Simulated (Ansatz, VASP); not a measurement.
BeSe: VASP beside Ansatz

```
CELL_PARAMETERS angstrom
0.00000 2.56436 2.56436
2.56436 0.00000 2.56436
2.56436 2.56436 0.00000
ATOMIC_POSITIONS crystal
Be 0.00000 0.00000 0.00000
Se 0.25000 0.25000 0.25000
```

Alike in both runs: functional PBEsol; k mesh 8 × 8 × 8; occupations gaussian, width 0.02 eV; no spin polarisation.

Ansatz relaxed the structure, and its values are those at the end. VASP's run is a single point on that final structure, the one shown.

```csv
,VASP,Ansatz
version,VASP 6.6.1,Ansatz 0.2.0
potentials or method,"VASP PAW PBE potentials, release 64 (Be, Se), cutoff 600 eV","scalar-relativistic, plane waves, PAW"
valence electrons in the cell,8,18
```

Ansatz gave:

* gap on the k mesh at the Fermi level (eV): 2.47
* least direct gap on the mesh (eV): 4.29
* pressure (GPa): 0.0

Which values does VASP return?

gap on the k mesh at the Fermi level (eV): 2.45; least direct gap on the mesh (eV): 4.29; pressure (GPa): 0.3.

VASP's potentials were made for PBE, not for PBEsol. VASP's potentials hold 8 valence electrons a cell and Ansatz's 18, so a difference there can come from the potentials and not from the codes.
